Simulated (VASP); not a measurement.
# Mg2Ge2N (P4mm) in VASP: single point with PBE

Aim: the single point of Mg2Ge2N with PBE.

Everything below comes from runs of VASP 6.6.1. Logs are shortened: lines on timing, memory, paths and dates and some standing lists are left out, and cuts for length are marked.

## Step 1: The cell of the first run

It takes space group P4mm (No. 99, tetragonal). Conventional cell: a = 4.044 Å, b = 4.044 Å, c = 6.674 Å, α = 90.00°, β = 90.00°, γ = 90.00°. Within 2.7 Å of Mg (site symmetry 2mm) lie 2 N at 2.02 Å. Ge (site symmetry 4mm) has 1 Ge at 2.30 Å and 4 Mg at 2.99 Å within 3.0 Å. Within 3.0 Å of Ge (site symmetry 4mm) lie 1 Ge at 2.30 Å and 4 Mg at 2.97 Å. Within 2.7 Å of N (site symmetry 4mm) lie 4 Mg at 2.02 Å.

## Step 2: Single point, PBE

File INCAR:

```
  PREC = Accurate
  ENCUT = 520
  EDIFF = 1E-6
  ISMEAR = 0
  SIGMA = 0.1
  LREAL = False
  LASPH = True
  NELM = 80
  ALGO = Normal
  ISIF = 2
  LWAVE = False
  LCHARG = False
  GGA = PE
  NBANDS = 26
```

File KPOINTS:

```
Automatic mesh
0
Gamma
  4 4 4
```

File POSCAR:

```
Mg2Ge2N
1.0
    4.0439494819      0.0000000000      0.0000000000
    0.0000000000      4.0439494819      0.0000000000
    0.0000000000      0.0000000000      6.6743458496
Mg Ge N
2 2 1
Direct
    0.5000000000      0.0000000000      0.5583000242
    0.0000000000      0.5000000000      0.5583000242
    0.0000000000      0.0000000000      0.2291877816
    0.0000000000      0.0000000000      0.8842105958
    0.5000000000      0.5000000000      0.5492079242
```

Potentials or basis: VASP PAW PBE potentials, release 64 (Mg, Ge_d, N).

Started as:

```bash
cat potpaw_PBE.64/Mg/POTCAR potpaw_PBE.64/Ge_d/POTCAR potpaw_PBE.64/N/POTCAR > POTCAR
mpirun -np 1 vasp_std > vasp.out
```

OUTCAR:

```text
PREC = Accurate
   ENCUT = 520
   EDIFF = 1E-6
   ISMEAR = 0
   LREAL = False
   LASPH = True
   NELM = 80
   ISIF = 2
   GGA = PE

 ion  position               nearest neighbor table
   1  0.500  0.000  0.558-   5 2.02   5 2.02   2 2.86   2 2.86   2 2.86   2 2.86   4 2.97   4 2.97
                             3 2.99   3 2.99
   2  0.000  0.500  0.558-   5 2.02   5 2.02   1 2.86   1 2.86   1 2.86   1 2.86   4 2.97   4 2.97
                             3 2.99   3 2.99
   3  0.000  0.000  0.229-   4 2.30   2 2.99   1 2.99   2 2.99   1 2.99
   4  0.000  0.000  0.884-   3 2.30   2 2.97   1 2.97   2 2.97   1 2.97
   5  0.500  0.500  0.549-   1 2.02   2 2.02   1 2.02   2 2.02

  LATTYP: Found a simple tetragonal cell.
 ALAT       =     4.0439494819
 C/A-ratio  =     1.6504523312

  Lattice vectors:

 A1 = (   4.0439494819,   0.0000000000,   0.0000000000)
 A2 = (   0.0000000000,   4.0439494819,   0.0000000000)
 A3 = (   0.0000000000,   0.0000000000,   6.6743458496)

Analysis of symmetry for initial positions (statically):
=====================================================================
 Subroutine PRICEL returns:
 Original cell was already a primitive cell.

 Routine SETGRP: Setting up the symmetry group for a
 simple tetragonal supercell.

 Subroutine GETGRP returns: Found  8 space group operations
 (whereof  8 operations were pure point group operations)
 out of a pool of 16 trial point group operations.

The static configuration has the point symmetry C_4v.

Analysis of symmetry for dynamics (positions and initial velocities):
=====================================================================
 Subroutine PRICEL returns:
 Original cell was already a primitive cell.

 Routine SETGRP: Setting up the symmetry group for a
 simple tetragonal supercell.

 Subroutine GETGRP returns: Found  8 space group operations
 (whereof  8 operations were pure point group operations)
 out of a pool of 16 trial point group operations.

The dynamic configuration has the point symmetry C_4v.

 Subroutine INISYM returns: Found  8 space group operations
 (whereof  8 operations are pure point group operations),
 and found     1 'primitive' translations

----------------------------------------------------------------------------------------

                                     Primitive cell

  volume of cell :     109.1491

  direct lattice vectors                    reciprocal lattice vectors
     4.043949482  0.000000000  0.000000000     0.247283010  0.000000000  0.000000000
     0.000000000  4.043949482  0.000000000     0.000000000  0.247283010  0.000000000
     0.000000000  0.000000000  6.674345850     0.000000000  0.000000000  0.149827417

  length of vectors
     4.043949482  4.043949482  6.674345850     0.247283010  0.247283010  0.149827417

  position of ions in fractional coordinates (direct lattice)
     0.500000000  0.000000000  0.558300024
     0.000000000  0.500000000  0.558300024
     0.000000000  0.000000000  0.229187782
     0.000000000  0.000000000  0.884210596
     0.500000000  0.500000000  0.549207924

  ion indices of the primitive-cell ions
   primitive index   ion index
                 1           1
                 2           2
                 3           3
                 4           4
                 5           5

----------------------------------------------------------------------------------------

 KPOINTS: Automatic mesh

Automatic generation of k-mesh.
 Grid dimensions read from file:
 generate k-points for:    4    4    4

 Generating k-lattice:

  Cartesian coordinates                     Fractional coordinates (reciprocal lattice)
     0.061820752  0.000000000  0.000000000     0.250000000  0.000000000  0.000000000
     0.000000000  0.061820752  0.000000000     0.000000000  0.250000000  0.000000000
     0.000000000  0.000000000  0.037456854     0.000000000  0.000000000  0.250000000

  Length of vectors
     0.061820752  0.061820752  0.037456854

  Shift w.r.t. Gamma in fractional coordinates (k-lattice)
     0.000000000  0.000000000  0.000000000

 Subroutine IBZKPT returns following result:
 ===========================================

 Found     18 irreducible k-points:

 Following reciprocal coordinates:
            Coordinates               Weight
  0.000000  0.000000  0.000000      1.000000
  0.250000  0.000000  0.000000      4.000000
  0.500000  0.000000  0.000000      2.000000
  0.250000  0.250000  0.000000      4.000000
  0.500000  0.250000  0.000000      4.000000
  0.500000  0.500000  0.000000      1.000000
[... 10 lines left out ...]
  0.500000  0.250000  0.500000      4.000000
  0.500000  0.500000  0.500000      1.000000
   k-points           NKPTS =     18   k-points in BZ     NKDIM =     18   number of bands    NBANDS=     26
   number of dos      NEDOS =    301   number of ions     NIONS =      5
   total plane-waves  NPLWV =  45000
   dimension x,y,z NGX =    30 NGY =   30 NGZ =   50
   dimension x,y,z NGXF=    60 NGYF=   60 NGZF=  100
   ions per type =               2   2   1
   NGX,Y,Z   is equivalent  to a cutoff of  12.33, 12.33, 12.45 a.u.
   NGXF,Y,Z  is equivalent  to a cutoff of  24.67, 24.67, 24.91 a.u.
 SYSTEM =  unknown system
   PREC   = accura    normal or accurate (medium, high low for compatibility)
   ISTART =      0    job   : 0-new  1-cont  2-samecut
   ICHARG =      2    charge: 1-file 2-atom 10-const
   ISPIN  =      1    spin polarized calculation?
   LNONCOLLINEAR =      F non collinear calculations
   LSORBIT =      F    spin-orbit coupling
   LASPH  =      T    aspherical Exc in radial PAW
   ENCUT  =  520.0 eV  38.22 Ry    6.18 a.u.   7.52  7.52 12.41*2*pi/ulx,y,z
   NELM   =     80;   NELMIN=  2; NELMDL= -5     # of ELM steps
   EDIFF  = 0.1E-05   stopping-criterion for ELM
   LREAL  =      F    real-space projection
   EDIFFG = 0.1E-04   stopping-criterion for IOM
   NSW    =      0    number of steps for IOM
   IBRION =     -1    ionic relax: 0-MD 1-quasi-New 2-CG
   NFREE  =      0    steps in history (QN), initial steepest desc. (CG)
   ISIF   =      2    stress and relaxation
   ISYM   =      2    0-nonsym 1-usesym 2-fastsym
   POTIM  = 0.5000    time-step for ionic-motion
   TEBEG  =    0.0;   TEEND  =   0.0 temperature during run
   PSTRESS=    0.0 pullay stress
   NELECT =      37.0000    total number of electrons
   NUPDOWN=      -1.0000    fix difference up-down
   EMIN   =  10.00;   EMAX   =-10.00  energy-range for DOS
   EFERMI =   0.00;   METHOD = LEGACY
   ISMEAR =     0;   SIGMA  =   0.10  broadening in eV -4-tet -1-fermi 0-gaus
   EFERMI_NEDOS =   21; number of points for ismear=-14 and -15
   IALGO  =     38    algorithm
   IMIX   =      4    mixing-type and parameters
     AMIX     =   0.40;   BMIX     =  1.00
     AMIX_MAG =   1.60;   BMIX_MAG =  1.00
  volume/ion in A,a.u.               =      21.83       147.31
  Fermi-wavevector in a.u.,A,eV,Ry     =   1.141481  2.157086 17.728104  1.302979
  Thomas-Fermi vector in A             =   2.278181
   LORBIT       =      0    0 simple, 1 ext, 2 COOP (PROOUT), +10 PAW based schemes
   GGA     = PE    functional components
   LHFCALC =     F    Hartree Fock is set to
   AEXX    =    0.0000 exact exchange contribution
   IVDW    =     0    specifies the selected vdW correction
   LEPSILON=     F    determine dielectric tensor
   LRPA    =     F    only Hartree local field effects (RPA)
 non-spin polarized calculation
 Gauss-broadening in eV      SIGMA  =   0.10
  energy-cutoff  :      520.00
  volume of cell :      109.15
 maximum number of plane-waves:      2961
   NGX = 15   NGY = 15   NGZ = 25

 number of electron      36.9999955 magnetization

 Free energy of the ion-electron system (eV)
  ---------------------------------------------------
  ext. energy  EPLUGINS =         0.00000000
  ---------------------------------------------------
  free energy    TOTEN  =       -19.13075758 eV

  energy without entropy =      -19.12176943  energy(sigma->0) =      -19.12626350

 E-fermi :   2.4572     XC(G=0):  -8.8148

 val. band max:        2.4300899815   @ k =   0.2500   0.2500   0.5000
 cond. band min:       2.4959170993   @ k =   0.5000   0.2500   0.5000
 fundamental gap:      0.0658271178
 Fermi energy:         2.4571787307

 k-point     1 :       0.0000    0.0000    0.0000
  band No.  band energies     occupation
      1     -22.2992      2.00000
      2     -22.2261      2.00000
      3     -22.2186      2.00000
      4     -22.1902      2.00000
      5     -22.1902      2.00000
      6     -22.1520      2.00000
[... 18 lines left out ...]
     25       7.5810      0.00000
     26       8.8128      0.00000

 k-point     2 :       0.2500    0.0000    0.0000
  band No.  band energies     occupation
      1     -22.2988      2.00000
      2     -22.2246      2.00000
      3     -22.2190      2.00000
      4     -22.1911      2.00000
      5     -22.1902      2.00000
      6     -22.1506      2.00000
[... 18 lines left out ...]
     25       7.9129      0.00000
     26       8.4693      0.00000

 k-point     3 :       0.5000    0.0000    0.0000
  band No.  band energies     occupation
      1     -22.2985      2.00000
      2     -22.2230      2.00000
      3     -22.2195      2.00000
      4     -22.1919      2.00000
      5     -22.1901      2.00000
      6     -22.1491      2.00000
[... 18 lines left out ...]
     25       7.9863      0.00000
     26       8.7720      0.00000

 k-point     4 :       0.2500    0.2500    0.0000
  band No.  band energies     occupation
      1     -22.2985      2.00000
      2     -22.2230      2.00000
      3     -22.2196      2.00000
      4     -22.1910      2.00000
      5     -22.1910      2.00000
      6     -22.1491      2.00000
[... 18 lines left out ...]
     25       7.9022      0.00000
     26       8.9182      0.00000
[... 322 lines left out ...]
      1     -22.2972      2.00000
      2     -22.2230      2.00000
      3     -22.2195      2.00000
      4     -22.1907      2.00000
      5     -22.1907      2.00000
      6     -22.1491      2.00000
[... 18 lines left out ...]
     25       8.9880      0.00000
     26      10.0024      0.00000

 k-point    17 :       0.5000    0.2500    0.5000
  band No.  band energies     occupation
      1     -22.2969      2.00000
      2     -22.2214      2.00000
      3     -22.2201      2.00000
      4     -22.1915      2.00000
      5     -22.1907      2.00000
      6     -22.1476      2.00000
[... 18 lines left out ...]
     25       9.1491      0.00000
     26       9.1875      0.00000

 k-point    18 :       0.5000    0.5000    0.5000
  band No.  band energies     occupation
      1     -22.2965      2.00000
      2     -22.2206      2.00000
      3     -22.2199      2.00000
      4     -22.1914      2.00000
      5     -22.1914      2.00000
      6     -22.1469      2.00000
[... 18 lines left out ...]
     25       8.0851      0.00000
     26       8.5182      0.00000

------------------------ aborting loop because EDIFF is reached ----------------------------------------

  FORCE on cell =-STRESS in cart. coord.  units (eV):
  Direction    XX          YY          ZZ          XY          YZ          ZX
  --------------------------------------------------------------------------------------
  -------------------------------------------------------------------------------------
  Total        0.1755881      0.1755881      0.0753135      0.0000000      0.0000000      0.0000000
  in kB        2.5774213      2.5774213      1.1055115      0.0000000      0.0000000      0.0000000
  external PRESSURE =       2.0867847 kB  Pullay stress =       0.0000000 kB

 VOLUME and BASIS-vectors are now :
 -----------------------------------------------------------------------------
  energy-cutoff  :      520.00
  volume of cell :      109.15
      direct lattice vectors                 reciprocal lattice vectors
     4.043949482  0.000000000  0.000000000     0.247283010  0.000000000  0.000000000
     0.000000000  4.043949482  0.000000000     0.000000000  0.247283010  0.000000000
     0.000000000  0.000000000  6.674345850     0.000000000  0.000000000  0.149827417

 POSITION                                       TOTAL-FORCE (eV/Angst)
 -----------------------------------------------------------------------------------
      2.02197      0.00000      3.72629         0.000000     -0.000000     -0.008975
      0.00000      2.02197      3.72629         0.000000     -0.000000     -0.008975
      0.00000      0.00000      1.52968         0.000000     -0.000000     -0.015392
      0.00000      0.00000      5.90153         0.000000      0.000000     -0.005545
      2.02197      2.02197      3.66560         0.000000      0.000000      0.038887
 -----------------------------------------------------------------------------------
    total drift:                                0.000000      0.000000      0.000595

  FREE ENERGIE OF THE ION-ELECTRON SYSTEM (eV)
  ---------------------------------------------------
  free  energy   TOTEN  =       -19.1307575812 eV

  energy  without entropy=      -19.1217694278  energy(sigma->0) =      -19.12626350
```

Run time: 50 s. Hardware: 1 thread of Intel Xeon Platinum 8259CL at 2.50GHz (Skylake/Cascade Lake), shared host; peak memory 0.22 GiB.

What came out:

| Property | Result |
| --- | --- |
| Free energy | -19.1308 eV |
| Pressure | 0.2 GPa |
| Largest force | 0.039 eV/Å |

Forces in eV/Å, atoms in the order of the input:
```
Mg   0.000  0.000 -0.009
Mg   0.000  0.000 -0.009
Ge   0.000  0.000 -0.015
Ge   0.000  0.000 -0.006
N    0.000  0.000  0.039
```

Stress tensor (GPa, compression positive):
```
0.26 0.00 0.00
0.00 0.26 0.00
0.00 0.00 0.11
```

Levels at points of the mesh, in eV from the Fermi level:
```csv
k point,band 15,band 16,band 17,band 18,band 19,band 20,band 21,band 22,band 23,band 24
"(0.00, 0.00, 0.00)",-2.81,-2.81,-1.10,0.66,0.66,2.45,2.45,3.76,4.13,5.11
"(0.50, 0.00, 0.00)",-2.63,-2.48,-2.48,-1.05,0.50,1.26,2.98,3.09,4.94,4.98
"(0.50, 0.50, 0.00)",-4.31,-3.24,-1.52,-1.16,-1.16,-0.13,-0.13,4.02,5.11,5.11
"(0.00, 0.00, 0.50)",-2.77,-2.77,-0.06,0.18,0.40,0.40,2.65,2.65,4.70,4.84
"(0.50, 0.00, 0.50)",-2.97,-2.48,-1.71,-0.99,-0.42,0.83,1.81,1.99,5.59,5.68
"(0.50, 0.50, 0.50)",-4.16,-2.00,-2.00,-1.56,-1.20,0.81,0.81,0.95,4.87,5.63
```

Caveat: the k points lie up to 0.39 Å⁻¹ apart.
